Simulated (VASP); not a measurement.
# Se (I4_1/amd) in VASP: single point with PBE

Aim: the single point of Se with PBE.

Everything below comes from runs of VASP 6.6.1. Logs are shortened: lines on timing, memory, paths and dates and some standing lists are left out, and cuts for length are marked.

**1. The cell of the first run**

It takes space group I4_1/amd (No. 141, tetragonal). Conventional cell: a = 4.332 Å, b = 4.332 Å, c = 2.283 Å, α = 90.00°, β = 90.00°, γ = 90.00°. Se (site symmetry -4m2) has 10 Se at 2.24 to 2.76 Å within 3.0 Å.

**2. Single point, PBE**

Contents of INCAR:

```
ALGO = Normal
EDIFF = 1E-6
ENCUT = 520
GGA = PE
ISIF = 2
ISMEAR = -1
LASPH = True
LCHARG = True
LELF = True
LREAL = False
LVHAR = True
LWAVE = False
NBANDS = 13
NELM = 60
PREC = Accurate
SIGMA = 0.1
```

Contents of KPOINTS:

```
k-points
0
Gamma
  18 18 18
```

Contents of POSCAR:

```
Se
1.0
   -2.1661332507      2.1661332507      1.1414937623
    2.1661332507     -2.1661332507      1.1414937623
    2.1661332507      2.1661332507     -1.1414937623
Se
2
Direct
   -0.3750000000     -0.1250000000     -0.2500000000
    0.3750000000      0.1250000000      0.2500000000
```

Potentials or basis: VASP PAW PBE potentials, release 64 (Se).

Launch:

```sh
> cat potpaw_PBE.64/Se/POTCAR > POTCAR
> mpirun -np 1 vasp_std > vasp.out
```

OUTCAR:

```text
EDIFF = 1E-6
   ENCUT = 520
   GGA = PE
   ISIF = 2
   ISMEAR = -1
   LASPH = True
   LREAL = False
   NELM = 60
   PREC = Accurate

 ion  position               nearest neighbor table
   1  0.625  0.875  0.750-   2 2.24   2 2.24   2 2.24   2 2.24   2 2.76   2 2.76   2 2.76   2 2.76

   2  0.375  0.125  0.250-   1 2.24   1 2.24   1 2.24   1 2.24   1 2.76   1 2.76   1 2.76   1 2.76

  LATTYP: Found a body centered tetragonal cell.
 ALAT       =     4.3322665014
 C/A-ratio  =     0.5269730114

  Lattice vectors:

 A1 = (  -2.1661332507,   2.1661332507,   1.1414937623)
 A2 = (   2.1661332507,  -2.1661332507,   1.1414937623)
 A3 = (   2.1661332507,   2.1661332507,  -1.1414937623)

Analysis of symmetry for initial positions (statically):
=====================================================================
 Subroutine PRICEL returns:
 Original cell was already a primitive cell.

 Routine SETGRP: Setting up the symmetry group for a
 body centered tetragonal supercell.

 Subroutine GETGRP returns: Found 16 space group operations
 (whereof  4 operations were pure point group operations)
 out of a pool of 16 trial point group operations.

The static configuration has the point symmetry C_2h.
 The point group associated with its full space group is D_4h.

Analysis of symmetry for dynamics (positions and initial velocities):
=====================================================================
 Subroutine PRICEL returns:
 Original cell was already a primitive cell.

 Routine SETGRP: Setting up the symmetry group for a
 body centered tetragonal supercell.

 Subroutine GETGRP returns: Found 16 space group operations
 (whereof  4 operations were pure point group operations)
 out of a pool of 16 trial point group operations.

The dynamic configuration has the point symmetry C_2h.
 The point group associated with its full space group is D_4h.

 Subroutine INISYM returns: Found 16 space group operations
 (whereof  4 operations are pure point group operations),
 and found     1 'primitive' translations

----------------------------------------------------------------------------------------

                                     Primitive cell

  volume of cell :      21.4242

  direct lattice vectors                    reciprocal lattice vectors
    -2.166133251  2.166133251  1.141493762     0.000000000  0.230826058  0.438022542
     2.166133251 -2.166133251  1.141493762     0.230826058  0.000000000  0.438022542
     2.166133251  2.166133251 -1.141493762     0.230826058  0.230826058  0.000000000

  length of vectors
     3.269139723  3.269139723  3.269139723     0.495120608  0.495120608  0.326437342

  position of ions in fractional coordinates (direct lattice)
     0.625000000  0.875000000  0.750000000
     0.375000000  0.125000000  0.250000000

  ion indices of the primitive-cell ions
   primitive index   ion index
                 1           1
                 2           2

----------------------------------------------------------------------------------------

 KPOINTS: k-points

Automatic generation of k-mesh.
 Grid dimensions read from file:
 generate k-points for:   18   18   18

 Generating k-lattice:

  Cartesian coordinates                     Fractional coordinates (reciprocal lattice)
     0.000000000  0.012823670  0.024334586     0.055555556  0.000000000  0.000000000
     0.012823670  0.000000000  0.024334586     0.000000000  0.055555556  0.000000000
     0.012823670  0.012823670  0.000000000     0.000000000  0.000000000  0.055555556

  Length of vectors
     0.027506700  0.027506700  0.018135408

  Shift w.r.t. Gamma in fractional coordinates (k-lattice)
     0.000000000  0.000000000  0.000000000

 Subroutine IBZKPT returns following result:
 ===========================================

 Found    480 irreducible k-points:

 Following reciprocal coordinates:
            Coordinates               Weight
  0.000000  0.000000  0.000000      1.000000
  0.055556  0.000000 -0.000000      8.000000
  0.111111  0.000000 -0.000000      8.000000
  0.166667  0.000000  0.000000      8.000000
  0.222222  0.000000  0.000000      8.000000
  0.277778  0.000000 -0.000000      8.000000
[... 16 lines left out ...]
 -0.277778  0.055556  0.000000     16.000000
 -0.222222  0.055556  0.000000     16.000000
 [... further k-points ...]
   k-points           NKPTS =    480   k-points in BZ     NKDIM =    480   number of bands    NBANDS=     13
   number of dos      NEDOS =    301   number of ions     NIONS =      2
   total plane-waves  NPLWV =  13824
   dimension x,y,z NGX =    24 NGY =   24 NGZ =   24
   dimension x,y,z NGXF=    48 NGYF=   48 NGZF=   48
   ions per type =               2
   NGX,Y,Z   is equivalent  to a cutoff of  12.20, 12.20, 12.20 a.u.
   NGXF,Y,Z  is equivalent  to a cutoff of  24.41, 24.41, 24.41 a.u.
 SYSTEM =  unknown system
   PREC   = accura    normal or accurate (medium, high low for compatibility)
   ISTART =      0    job   : 0-new  1-cont  2-samecut
   ICHARG =      2    charge: 1-file 2-atom 10-const
   ISPIN  =      1    spin polarized calculation?
   LNONCOLLINEAR =      F non collinear calculations
   LSORBIT =      F    spin-orbit coupling
   LASPH  =      T    aspherical Exc in radial PAW
   ENCUT  =  520.0 eV  38.22 Ry    6.18 a.u.   6.08  6.08  6.08*2*pi/ulx,y,z
   NELM   =     60;   NELMIN=  2; NELMDL= -5     # of ELM steps
   EDIFF  = 0.1E-05   stopping-criterion for ELM
   LREAL  =      F    real-space projection
   EDIFFG = 0.1E-04   stopping-criterion for IOM
   NSW    =      0    number of steps for IOM
   IBRION =     -1    ionic relax: 0-MD 1-quasi-New 2-CG
   NFREE  =      0    steps in history (QN), initial steepest desc. (CG)
   ISIF   =      2    stress and relaxation
   ISYM   =      2    0-nonsym 1-usesym 2-fastsym
   POTIM  = 0.5000    time-step for ionic-motion
   TEBEG  =    0.0;   TEEND  =   0.0 temperature during run
   PSTRESS=    0.0 pullay stress
   NELECT =      12.0000    total number of electrons
   NUPDOWN=      -1.0000    fix difference up-down
   EMIN   =  10.00;   EMAX   =-10.00  energy-range for DOS
   EFERMI =   0.00;   METHOD = LEGACY
   ISMEAR =    -1;   SIGMA  =   0.10  broadening in eV -4-tet -1-fermi 0-gaus
   EFERMI_NEDOS =   21; number of points for ismear=-14 and -15
   IALGO  =     38    algorithm
   IMIX   =      4    mixing-type and parameters
     AMIX     =   0.40;   BMIX     =  1.00
     AMIX_MAG =   1.60;   BMIX_MAG =  1.00
  volume/ion in A,a.u.               =      10.71        72.29
  Fermi-wavevector in a.u.,A,eV,Ry     =   1.349483  2.550152 24.777614  1.821103
  Thomas-Fermi vector in A             =   2.477066
   LORBIT       =      0    0 simple, 1 ext, 2 COOP (PROOUT), +10 PAW based schemes
   GGA     = PE    functional components
   LHFCALC =     F    Hartree Fock is set to
   AEXX    =    0.0000 exact exchange contribution
   IVDW    =     0    specifies the selected vdW correction
   LEPSILON=     F    determine dielectric tensor
   LRPA    =     F    only Hartree local field effects (RPA)
 non-spin polarized calculation
  energy-cutoff  :      520.00
  volume of cell :       21.42
 maximum number of plane-waves:       588
   NGX = 13   NGY = 13   NGZ = 13

 number of electron      12.0000002 magnetization

 Free energy of the ion-electron system (eV)
  ---------------------------------------------------
  ext. energy  EPLUGINS =         0.00000000
  ---------------------------------------------------
  free energy    TOTEN  =         2.57357575 eV

  energy without entropy =        2.59900244  energy(sigma->0) =        2.58628910

 E-fermi :  16.4207     XC(G=0): -13.6689

 val. band max:       16.4106220888   @ k =  -0.3889   0.2778  -0.0000
 cond. band min:      16.4242725174   @ k =   0.1111   0.1111  -0.0000
 fundamental gap:      0.0136504287
 Fermi energy:        16.4207395253

 k-point     1 :       0.0000    0.0000    0.0000
  band No.  band energies     occupation
      1      -8.8857      2.00000
      2       4.7061      2.00000
      3       6.1285      2.00000
      4       6.1285      2.00000
      5      14.1960      2.00000
      6      20.5332      0.00000
      7      20.5332      0.00000
      8      22.1454      0.00000
      9      23.0156      0.00000
     10      25.2577      0.00000
     11      26.4417      0.00000
     12      29.9782      0.00000
     13      31.2583      0.00000

 k-point     2 :       0.0556    0.0000   -0.0000
  band No.  band energies     occupation
      1      -8.7730      2.00000
      2       4.3911      2.00000
      3       6.1339      2.00000
      4       6.6542      2.00000
      5      14.4002      2.00000
      6      19.9297      0.00000
      7      20.5574      0.00000
      8      21.5918      0.00000
      9      21.7716      0.00000
     10      25.1359      0.00000
     11      27.3629      0.00000
     12      28.6965      0.00000
     13      28.8753      0.00000

 k-point     3 :       0.1111    0.0000   -0.0000
  band No.  band energies     occupation
      1      -8.4350      2.00000
      2       3.9437      2.00000
      3       6.1624      2.00000
      4       7.7273      2.00000
      5      14.9948      2.00000
      6      18.4584      0.00000
      7      19.3355      0.00000
      8      20.2325      0.00000
      9      20.5513      0.00000
     10      25.1066      0.00000
     11      26.4443      0.00000
     12      27.0944      0.00000
     13      29.2598      0.00000

 k-point     4 :       0.1667    0.0000    0.0000
  band No.  band energies     occupation
      1      -7.8721      2.00000
      2       3.6424      2.00000
      3       6.2437      2.00000
      4       9.0419      2.00000
      5      15.9248      1.98606
      6      16.1179      1.90765
      7      17.0368      0.00421
      8      18.8673      0.00000
      9      20.2247      0.00000
     10      24.0992      0.00000
     11      24.9591      0.00000
     12      27.2340      0.00000
     13      31.1381      0.00000

 k-point     5 :       0.2222    0.0000    0.0000
  band No.  band energies     occupation
      1      -7.0851      2.00000
      2       3.5314      2.00000
      3       6.4080      2.00000
      4      10.4066      2.00000
      5      13.5170      2.00000
      6      14.9144      2.00000
      7      17.0204      0.00496
      8      17.8069      0.00000
      9      19.3699      0.00000
     10      22.8436      0.00000
     11      24.5910      0.00000
     12      28.0183      0.00000
     13      33.2369      0.00000
[... 257 lines left out ...]
 k-point    22 :      -0.3333    0.0556    0.0000
  band No.  band energies     occupation
      1      -5.7895      2.00000
      2       2.8269      2.00000
      3       6.4746      2.00000
      4       9.6827      2.00000
      5      12.8334      2.00000
      6      13.7951      2.00000
      7      16.0613      1.94651
      8      17.4973      0.00004
      9      20.3853      0.00000
     10      22.5180      0.00000
     11      24.9188      0.00000
     12      29.7638      0.00000
     13      34.5018      0.00000

 k-point    23 :      -0.2778    0.0556    0.0000
  band No.  band energies     occupation
      1      -6.8447      2.00000
      2       2.6926      2.00000
      3       6.2235      2.00000
      4      11.1293      2.00000
      5      13.2330      2.00000
      6      14.7640      2.00000
      7      16.9562      0.00941
      8      17.8458      0.00000
      9      19.7418      0.00000
     10      23.4122      0.00000
     11      24.5555      0.00000
     12      28.8703      0.00000
     13      34.6353      0.00000

 k-point    24 :      -0.2222    0.0556    0.0000
  band No.  band energies     occupation
      1      -7.6791      2.00000
      2       2.7493      2.00000
      3       6.0935      2.00000
      4       9.9658      2.00000
      5      15.4698      1.99985
      6      16.6609      0.16608
      7      16.7598      0.06520
      8      18.3061      0.00000
      9      20.2682      0.00000
     10      24.4198      0.00000
     11      25.2139      0.00000
     12      28.1267      0.00000
     13      32.3269      0.00000

 [... further k-points ...]

------------------------ aborting loop because EDIFF is reached ----------------------------------------

  FORCE on cell =-STRESS in cart. coord.  units (eV):
  Direction    XX          YY          ZZ          XY          YZ          ZX
  --------------------------------------------------------------------------------------
  -------------------------------------------------------------------------------------
  Total       29.8691517     29.8691517     29.9060602     -0.0000000     -0.0000000      0.0000000
  in kB     2233.7244530   2233.7244530   2236.4846095     -0.0000000     -0.0000000      0.0000000
  external PRESSURE =    2234.6445051 kB  Pullay stress =       0.0000000 kB

 VOLUME and BASIS-vectors are now :
 -----------------------------------------------------------------------------
  energy-cutoff  :      520.00
  volume of cell :       21.42
      direct lattice vectors                 reciprocal lattice vectors
    -2.166133251  2.166133251  1.141493762     0.000000000  0.230826058  0.438022542
     2.166133251 -2.166133251  1.141493762     0.230826058  0.000000000  0.438022542
     2.166133251  2.166133251 -1.141493762     0.230826058  0.230826058  0.000000000

 POSITION                                       TOTAL-FORCE (eV/Angst)
 -----------------------------------------------------------------------------------
      2.16613      1.08307      0.85612         0.000000      0.000000      0.000000
     -0.00000      1.08307      0.28537        -0.000000     -0.000000     -0.000000
 -----------------------------------------------------------------------------------
    total drift:                               -0.000000      0.000000     -0.000000

  FREE ENERGIE OF THE ION-ELECTRON SYSTEM (eV)
  ---------------------------------------------------
  free  energy   TOTEN  =         2.5735757539 eV

  energy  without entropy=        2.5990024379  energy(sigma->0) =        2.58628910
```

It took 26 s on 1 thread of Intel Xeon 6975P-C (Granite Rapids), shared host; peak memory 0.22 GiB.

What came out:

```
Free energy            : 2.5736 eV
Pressure               : 223.5 GPa
Band gap on the k mesh : zero (band 6 reaches 23.68 eV, above the bottom of band 7 at 13.88 eV)
```

Stress tensor (GPa, compression positive):
```
223.37   0.00   0.00
  0.00 223.37   0.00
  0.00   0.00 223.65
```
